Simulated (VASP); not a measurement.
# Al2Au (Fm-3m) in VASP: a series of runs

Al2Au is run at these levels: PBE; tasks: single point, relaxation of cell and atoms.

Program: VASP 6.6.1. These are calculated values, not measurements. Logs are shortened: lines on timing, memory, paths and dates and some standing lists are left out, and cuts for length are marked.

### 1 The cell of the first run

It takes space group Fm-3m (No. 225, cubic). Conventional cell: a = 6.062 Å, b = 6.062 Å, c = 6.062 Å, α = 90.00°, β = 90.00°, γ = 90.00°. Within 3.5 Å of Al (site symmetry -43m) lie 4 Au at 2.62 Å and 6 Al at 3.03 Å. Au (site symmetry m-3m) has 8 Al at 2.62 Å within 3.5 Å.

### 2 Single point, PBE

INCAR

```
PREC = Accurate ; ENCUT = 520
EDIFF = 1E-7 ; ISMEAR = 0
SIGMA = 0.1 ; LREAL = F
LASPH = T ; NELM = 100
ALGO = Fast ; ISIF = 2
LWAVE = F ; LCHARG = F
GGA = PE ; NBANDS = 16
```

KPOINTS

```
regular mesh
0
Gamma
  14 14 14
```

POSCAR

```
Al2Au
1.0
    0.0000000000      3.0310648623      3.0310648623
    3.0310648623      0.0000000000      3.0310648623
    3.0310648623      3.0310648623      0.0000000000
Al Au
2 1
Direct
    0.2500000000      0.2500000000      0.2500000000
    0.7500000000      0.7500000000      0.7500000000
    0.0000000000      0.0000000000      0.0000000000
```

Potentials or basis: VASP PAW PBE potentials, release 64 (Al, Au).

The run is started by

```sh
> cat potpaw_PBE.64/Al/POTCAR potpaw_PBE.64/Au/POTCAR > POTCAR
> mpirun -np 1 vasp_std > vasp.out
```

OUTCAR:

```text
PREC = Accurate
   ENCUT = 520
   EDIFF = 1E-7
   ISMEAR = 0
   LREAL = F
   LASPH = T
   NELM = 100
   ISIF = 2
   GGA = PE

 ion  position               nearest neighbor table
   1  0.250  0.250  0.250-   3 2.62   3 2.62   3 2.62   3 2.62   2 3.03   2 3.03   2 3.03   2 3.03
                             2 3.03   2 3.03
   2  0.750  0.750  0.750-   3 2.62   3 2.62   3 2.62   3 2.62   1 3.03   1 3.03   1 3.03   1 3.03
                             1 3.03   1 3.03
   3  0.000  0.000  0.000-   1 2.62   2 2.62   2 2.62   2 2.62   2 2.62   1 2.62   1 2.62   1 2.62

  LATTYP: Found a face centered cubic cell.
 ALAT       =     6.0621297246

  Lattice vectors:

 A1 = (   0.0000000000,   3.0310648623,   3.0310648623)
 A2 = (   3.0310648623,   0.0000000000,   3.0310648623)
 A3 = (   3.0310648623,   3.0310648623,   0.0000000000)

Analysis of symmetry for initial positions (statically):
=====================================================================
 Subroutine PRICEL returns:
 Original cell was already a primitive cell.

 Routine SETGRP: Setting up the symmetry group for a
 face centered cubic supercell.

 Subroutine GETGRP returns: Found 48 space group operations
 (whereof 48 operations were pure point group operations)
 out of a pool of 48 trial point group operations.

The static configuration has the point symmetry O_h .

Analysis of symmetry for dynamics (positions and initial velocities):
=====================================================================
 Subroutine PRICEL returns:
 Original cell was already a primitive cell.

 Routine SETGRP: Setting up the symmetry group for a
 face centered cubic supercell.

 Subroutine GETGRP returns: Found 48 space group operations
 (whereof 48 operations were pure point group operations)
 out of a pool of 48 trial point group operations.

The dynamic configuration has the point symmetry O_h .

 Subroutine INISYM returns: Found 48 space group operations
 (whereof 48 operations are pure point group operations),
 and found     1 'primitive' translations

----------------------------------------------------------------------------------------

                                     Primitive cell

  volume of cell :      55.6949

  direct lattice vectors                    reciprocal lattice vectors
     0.000000000  3.031064862  3.031064862    -0.164958529  0.164958529  0.164958529
     3.031064862  0.000000000  3.031064862     0.164958529 -0.164958529  0.164958529
     3.031064862  3.031064862  0.000000000     0.164958529  0.164958529 -0.164958529

  length of vectors
     4.286573037  4.286573037  4.286573037     0.285716553  0.285716553  0.285716553

  position of ions in fractional coordinates (direct lattice)
     0.250000000  0.250000000  0.250000000
     0.750000000  0.750000000  0.750000000
     0.000000000  0.000000000  0.000000000

  ion indices of the primitive-cell ions
   primitive index   ion index
                 1           1
                 2           2
                 3           3

----------------------------------------------------------------------------------------

 KPOINTS: regular mesh

Automatic generation of k-mesh.
 Grid dimensions read from file:
 generate k-points for:   14   14   14

 Generating k-lattice:

  Cartesian coordinates                     Fractional coordinates (reciprocal lattice)
    -0.011782752  0.011782752  0.011782752     0.071428571  0.000000000  0.000000000
     0.011782752 -0.011782752  0.011782752     0.000000000  0.071428571  0.000000000
     0.011782752  0.011782752 -0.011782752     0.000000000  0.000000000  0.071428571

  Length of vectors
     0.020408325  0.020408325  0.020408325

  Shift w.r.t. Gamma in fractional coordinates (k-lattice)
     0.000000000  0.000000000  0.000000000

 Subroutine IBZKPT returns following result:
 ===========================================

 Found    104 irreducible k-points:

 Following reciprocal coordinates:
            Coordinates               Weight
  0.000000  0.000000  0.000000      1.000000
  0.071429  0.000000  0.000000      8.000000
  0.142857  0.000000  0.000000      8.000000
  0.214286  0.000000  0.000000      8.000000
  0.285714  0.000000  0.000000      8.000000
  0.357143  0.000000  0.000000      8.000000
[... 16 lines left out ...]
  0.214286  0.142857  0.000000     24.000000
  0.285714  0.142857  0.000000     24.000000
 [... further k-points ...]
   k-points           NKPTS =    104   k-points in BZ     NKDIM =    104   number of bands    NBANDS=     16
   number of dos      NEDOS =    301   number of ions     NIONS =      3
   total plane-waves  NPLWV =  32768
   dimension x,y,z NGX =    32 NGY =   32 NGZ =   32
   dimension x,y,z NGXF=    64 NGYF=   64 NGZF=   64
   ions per type =               2   1
   NGX,Y,Z   is equivalent  to a cutoff of  12.41, 12.41, 12.41 a.u.
   NGXF,Y,Z  is equivalent  to a cutoff of  24.82, 24.82, 24.82 a.u.
 SYSTEM =  unknown system
   PREC   = accura    normal or accurate (medium, high low for compatibility)
   ISTART =      0    job   : 0-new  1-cont  2-samecut
   ICHARG =      2    charge: 1-file 2-atom 10-const
   ISPIN  =      1    spin polarized calculation?
   LNONCOLLINEAR =      F non collinear calculations
   LSORBIT =      F    spin-orbit coupling
   LASPH  =      T    aspherical Exc in radial PAW
   ENCUT  =  520.0 eV  38.22 Ry    6.18 a.u.   7.97  7.97  7.97*2*pi/ulx,y,z
   NELM   =    100;   NELMIN=  2; NELMDL= -5     # of ELM steps
   EDIFF  = 0.1E-06   stopping-criterion for ELM
   LREAL  =      F    real-space projection
   EDIFFG = 0.1E-05   stopping-criterion for IOM
   NSW    =      0    number of steps for IOM
   IBRION =     -1    ionic relax: 0-MD 1-quasi-New 2-CG
   NFREE  =      0    steps in history (QN), initial steepest desc. (CG)
   ISIF   =      2    stress and relaxation
   ISYM   =      2    0-nonsym 1-usesym 2-fastsym
   POTIM  = 0.5000    time-step for ionic-motion
   TEBEG  =    0.0;   TEEND  =   0.0 temperature during run
   PSTRESS=    0.0 pullay stress
   NELECT =      17.0000    total number of electrons
   NUPDOWN=      -1.0000    fix difference up-down
   EMIN   =  10.00;   EMAX   =-10.00  energy-range for DOS
   EFERMI =   0.00;   METHOD = LEGACY
   ISMEAR =     0;   SIGMA  =   0.10  broadening in eV -4-tet -1-fermi 0-gaus
   EFERMI_NEDOS =   21; number of points for ismear=-14 and -15
   IALGO  =     68    algorithm
   IMIX   =      4    mixing-type and parameters
     AMIX     =   0.40;   BMIX     =  1.00
     AMIX_MAG =   1.60;   BMIX_MAG =  1.00
  volume/ion in A,a.u.               =      18.56       125.28
  Fermi-wavevector in a.u.,A,eV,Ry     =   1.102265  2.082978 16.530909  1.214988
  Thomas-Fermi vector in A             =   2.238705
   LORBIT       =      0    0 simple, 1 ext, 2 COOP (PROOUT), +10 PAW based schemes
   GGA     = PE    functional components
   LHFCALC =     F    Hartree Fock is set to
   AEXX    =    0.0000 exact exchange contribution
   IVDW    =     0    specifies the selected vdW correction
   LEPSILON=     F    determine dielectric tensor
   LRPA    =     F    only Hartree local field effects (RPA)
 non-spin polarized calculation
 RMM-DIIS sequential band-by-band and
 Gauss-broadening in eV      SIGMA  =   0.10
  energy-cutoff  :      520.00
  volume of cell :       55.69
 maximum number of plane-waves:      1524
   NGX = 15   NGY = 15   NGZ = 15

 number of electron      17.0000002 magnetization

 Free energy of the ion-electron system (eV)
  ---------------------------------------------------
  ext. energy  EPLUGINS =         0.00000000
  ---------------------------------------------------
  free energy    TOTEN  =       -12.02397723 eV

  energy without entropy =      -12.01924624  energy(sigma->0) =      -12.02161173

 E-fermi :   7.4559     XC(G=0): -10.3922

 val. band max:        7.4427755488   @ k =  -0.4286   0.1429   0.0000
 cond. band min:       7.4841490522   @ k =  -0.2143   0.2857   0.0714
 fundamental gap:      0.0413735034
 Fermi energy:         7.4559383991

 k-point     1 :       0.0000    0.0000    0.0000
  band No.  band energies     occupation
      1      -2.8842      2.00000
      2       1.0137      2.00000
      3       1.0137      2.00000
      4       1.0137      2.00000
      5       1.9379      2.00000
      6       1.9379      2.00000
[... 8 lines left out ...]
     15      13.0963      0.00000
     16      13.0963      0.00000

 k-point     2 :       0.0714    0.0000    0.0000
  band No.  band energies     occupation
      1      -2.8187      2.00000
      2       0.9908      2.00000
      3       1.0303      2.00000
      4       1.0303      2.00000
      5       1.9342      2.00000
      6       1.9342      2.00000
[... 8 lines left out ...]
     15      12.9141      0.00000
     16      12.9586      0.00000

 k-point     3 :       0.1429    0.0000    0.0000
  band No.  band energies     occupation
      1      -2.6246      2.00000
      2       0.9302      2.00000
      3       1.0754      2.00000
      4       1.0754      2.00000
      5       1.9272      2.00000
      6       1.9272      2.00000
[... 8 lines left out ...]
     15      12.7436      0.00000
     16      12.8472      0.00000

 k-point     4 :       0.2143    0.0000    0.0000
  band No.  band energies     occupation
      1      -2.3107      2.00000
      2       0.8538      2.00000
      3       1.1352      2.00000
      4       1.1352      2.00000
      5       1.9281      2.00000
      6       1.9281      2.00000
[... 8 lines left out ...]
     15      13.2790      0.00000
     16      13.4088      0.00000
[... 324 lines left out ...]
 k-point    22 :       0.1429    0.1429    0.0000
  band No.  band energies     occupation
      1      -2.5353      2.00000
      2       0.8705      2.00000
      3       1.1185      2.00000
      4       1.1185      2.00000
      5       1.8444      2.00000
      6       1.9898      2.00000
[... 8 lines left out ...]
     15      13.6068      0.00000
     16      13.6068      0.00000

 k-point    23 :       0.2143    0.1429    0.0000
  band No.  band energies     occupation
      1      -2.2999      2.00000
      2       0.7981      2.00000
      3       1.1775      2.00000
      4       1.1786      2.00000
      5       1.8059      2.00000
      6       2.0128      2.00000
[... 8 lines left out ...]
     15      14.2889      0.00000
     16      14.2903      0.00000

 k-point    24 :       0.2857    0.1429    0.0000
  band No.  band energies     occupation
      1      -1.9500      2.00000
      2       0.7241      2.00000
      3       1.2387      2.00000
      4       1.2434      2.00000
      5       1.7963      2.00000
      6       2.0369      2.00000
[... 8 lines left out ...]
     15      15.0702      0.00000
     16      15.0814      0.00000

 [... further k-points ...]
[... 5 lines left out ...]
  --------------------------------------------------------------------------------------
  -------------------------------------------------------------------------------------
  Total       -0.0900094     -0.0900094     -0.0900094      0.0000000      0.0000000     -0.0000000
  in kB       -2.5893020     -2.5893020     -2.5893020      0.0000000      0.0000000     -0.0000000
  external PRESSURE =      -2.5893020 kB  Pullay stress =       0.0000000 kB

 VOLUME and BASIS-vectors are now :
 -----------------------------------------------------------------------------
  energy-cutoff  :      520.00
  volume of cell :       55.69
      direct lattice vectors                 reciprocal lattice vectors
     0.000000000  3.031064862  3.031064862    -0.164958529  0.164958529  0.164958529
     3.031064862  0.000000000  3.031064862     0.164958529 -0.164958529  0.164958529
     3.031064862  3.031064862  0.000000000     0.164958529  0.164958529 -0.164958529

 POSITION                                       TOTAL-FORCE (eV/Angst)
 -----------------------------------------------------------------------------------
      1.51553      1.51553      1.51553        -0.000000     -0.000000     -0.000000
      4.54660      4.54660      4.54660         0.000000      0.000000      0.000000
      0.00000      0.00000      0.00000        -0.000000     -0.000000     -0.000000
 -----------------------------------------------------------------------------------
    total drift:                                0.000000     -0.000000      0.000000

  FREE ENERGIE OF THE ION-ELECTRON SYSTEM (eV)
  ---------------------------------------------------
  free  energy   TOTEN  =       -12.0239772252 eV

  energy  without entropy=      -12.0192462359  energy(sigma->0) =      -12.02161173
```

It took 55 s on 1 thread of Intel Xeon 6975P-C (Granite Rapids), shared host; peak memory 0.23 GiB.

What came out:

| Item | Value |
| --- | --- |
| Free energy | -12.0240 eV |
| Pressure | -0.3 GPa |
| Band gap on the k mesh | zero (an odd number of electrons rules out a gap without spin polarisation) |

Levels at points of the mesh, in eV from the Fermi level:
```tsv
k point	band 7	band 8	band 9	band 10	band 11	band 12
(0.00, 0.00, 0.00)	2.01	2.94	2.94	2.94	3.76	3.76
(0.50, 0.00, 0.00)	-5.35	0.36	0.36	3.22	3.34	3.70
(0.50, 0.50, 0.00)	-4.93	-2.05	-2.05	1.07	2.07	7.61
```

Caveat: spin-orbit coupling is left out, which moves the levels of the heavy elements.

### 3 Relaxation of cell and atoms, PBE

This run uses another cell than the first one, of 18.04 Å³/atom.

INCAR

```
SYSTEM = Al2Au
PREC = Accurate
ENCUT = 600
EDIFF = 1E-6
ISMEAR = 0
SIGMA = 0.1
LREAL = .FALSE.
LASPH = .TRUE.
NELM = 60
ALGO = Normal
ISIF = 3
LWAVE = .FALSE.
LCHARG = .FALSE.
GGA = PE
IBRION = 2
NSW = 100
EDIFFG = -0.01
```

KPOINTS

```
Automatic mesh
0
G
  14 14 14
  0 0 0
```

POSCAR

```
Al2Au
1.0
    0.0000000000      3.0023345900      3.0023345900
    3.0023345900      0.0000000000      3.0023345900
    3.0023345900      3.0023345900      0.0000000000
Al Au
2 1
Direct
    0.2500000000      0.2500000000      0.2500000000
    0.7500000000      0.7500000000      0.7500000000
    0.0000000000      0.0000000000      0.0000000000
```

Potentials or basis: VASP PAW PBE potentials, release 64 (Al, Au).

The run is started by

```sh
> cat potpaw_PBE.64/Al/POTCAR potpaw_PBE.64/Au/POTCAR > POTCAR
> mpirun -np 1 vasp_std > vasp.out
```

Wall time 1.7 min (1 thread of Intel Xeon 6975P-C (Granite Rapids), shared host); peak memory 0.26 GiB.

Results (log left out):

```yaml
Free_energy: -12.0239 eV
Relaxed_volume: 18.52 Å³/atom
Relaxed_cell: a = 4.283 Å, b = 4.283 Å, c = 4.283 Å, α = 60.00°, β = 60.00°, γ = 60.00°
Space_group_after_relaxing_to_0.1_Å: Fm-3m (No. 225)
Energy_gained_by_relaxing: 4.3 meV/atom
Ionic_steps: 3
Pressure_after_relaxing: 0.0 GPa
Band_gap_on_the_k_mesh: zero (an odd number of electrons rules out a gap without spin polarisation)
```

Step by step:
| step | energy change (eV) | largest force (eV/Å) | pressure (GPa) | volume (Å³) |
| --- | --- | --- | --- | --- |
| 1 | 0.0000 | 0.0000 | 2.94 | 54.13 |
| 2 | -0.0047 | 0.0000 | -2.16 | 56.76 |
| 3 | -0.0129 | 0.0000 | 0.01 | 55.57 |

Final structure:
```
Al Au
1.0
     0.00000    3.02882    3.02882
     3.02882    0.00000    3.02882
     3.02882    3.02882    0.00000
Al Au
2 1
Cartesian
  1.5144 1.5144 1.5144
  4.5432 4.5432 4.5432
  0.0000 0.0000 0.0000
```

Levels at points of the mesh, in eV from the Fermi level:
```
           k point  band 6  band 7  band 8  band 9  band 10  band 11  band 12
(0.00, 0.00, 0.00)   -5.53    2.02    2.94    2.94     2.94     3.77     3.77
(0.50, 0.00, 0.00)   -5.41   -5.35    0.36    0.36     3.22     3.36     3.71
(0.50, 0.50, 0.00)   -5.24   -4.94   -2.06   -2.06     1.09     2.07     7.62
```

Caveat: spin-orbit coupling is left out, which moves the levels of the heavy elements.
